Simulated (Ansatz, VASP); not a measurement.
AlB2N3: VASP beside Ansatz

File INCAR:

```
  PREC = Accurate
  ENCUT = 600
  EDIFF = 1E-7
  ISMEAR = 0
  SIGMA = 0.02
  LREAL = F
  LASPH = T
  NELM = 100
  ALGO = Normal
  ISIF = 3
  LWAVE = F
  LCHARG = F
  GGA = PE
  IBRION = 2
  NSW = 100
  EDIFFG = -0.01
```

File KPOINTS:

```
Automatic mesh
0
Gamma
  12 12 1
```

The input POSCAR:

```
AlB2N3
1.0
    2.7681179288      0.0000000000      0.0000000000
   -1.3840589644      2.3972604470      0.0000000000
    0.0000000000      0.0000000000     24.2678106729
Al B N
2 4 6
Direct
    0.0000000000      0.0000000000      0.2500000000
    0.0000000000      0.0000000000      0.7500000000
    0.0000000000      0.0000000000      0.9177344016
    0.0000000000      0.0000000000      0.5822655984
    0.0000000000      0.0000000000      0.0822655984
    0.0000000000      0.0000000000      0.4177344016
    0.6666666667      0.3333333333      0.7500000000
    0.6666666667      0.3333333333      0.0822642318
    0.6666666667      0.3333333333      0.4177357682
    0.3333333333      0.6666666667      0.9177357682
    0.3333333333      0.6666666667      0.2500000000
    0.3333333333      0.6666666667      0.5822642318
```

Input for Ansatz:

```yaml
crystal:
  lattice:
    - [2.7681179288, 0.0, 0.0]
    - [-1.3840589644, 2.397260447, 0.0]
    - [0.0, 0.0, 24.2678106729]
  atoms:
    - { symbol: Al, position: [0.0, 0.0, 0.25] }
    - { symbol: Al, position: [0.0, 0.0, 0.75] }
    - { symbol: B, position: [0.0, 0.0, 0.9177344016] }
    - { symbol: B, position: [0.0, 0.0, 0.5822655984] }
    - { symbol: B, position: [0.0, 0.0, 0.0822655984] }
    - { symbol: B, position: [0.0, 0.0, 0.4177344016] }
    - { symbol: "N", position: [0.6666666667, 0.3333333333, 0.75] }
    - { symbol: "N", position: [0.6666666667, 0.3333333333, 0.0822642318] }
    - { symbol: "N", position: [0.6666666667, 0.3333333333, 0.4177357682] }
    - { symbol: "N", position: [0.3333333333, 0.6666666667, 0.9177357682] }
    - { symbol: "N", position: [0.3333333333, 0.6666666667, 0.25] }
    - { symbol: "N", position: [0.3333333333, 0.6666666667, 0.5822642318] }
basis:
  ecutwfc: 420
kpoints:
  mp_grid: { grid: [12, 12, 1] }
hamiltonian:
  xc: pbe
scf:
  occupations: { method: gaussian, width: 0.02 }
output:
  forces: true
  stress: true
  eigenvalues: true
  write_density: true
  write_potential: true
  elf: true
  volumetric_format: npy
relax:
  adjacent_minimum: "off"
  f_tol: 0.01
  max_steps: 80
  cell: { stress_tol: 0.05 }
```

Alike in both runs: task relaxation of cell and atoms; functional PBE; k mesh 12 × 12 × 1; occupations gaussian, width 0.02 eV; no spin polarisation.

```csv
,VASP,Ansatz
version,VASP 6.6.1,Ansatz 0.2.0
potentials or method,"VASP PAW PBE potentials, release 64 (Al, B, N), cutoff 600 eV","scalar-relativistic, plane waves, PAW"
valence electrons in the cell,48,48
```

|  | VASP | Ansatz | Ansatz less VASP |
| --- | --- | --- | --- |
| gap on the k mesh at the Fermi level, each at its own relaxed structure (eV) | 2.85 | 2.97 | +0.122 |
| relaxed volume (Å³/atom) | 13.44 | 14.36 | +0.926 |
| relaxed cell length with the largest relative difference (Å) | 24.271 | 25.977 | +1.7068 |

One of these differences is far larger than is usual between the two programs; its cause wasn't traced.
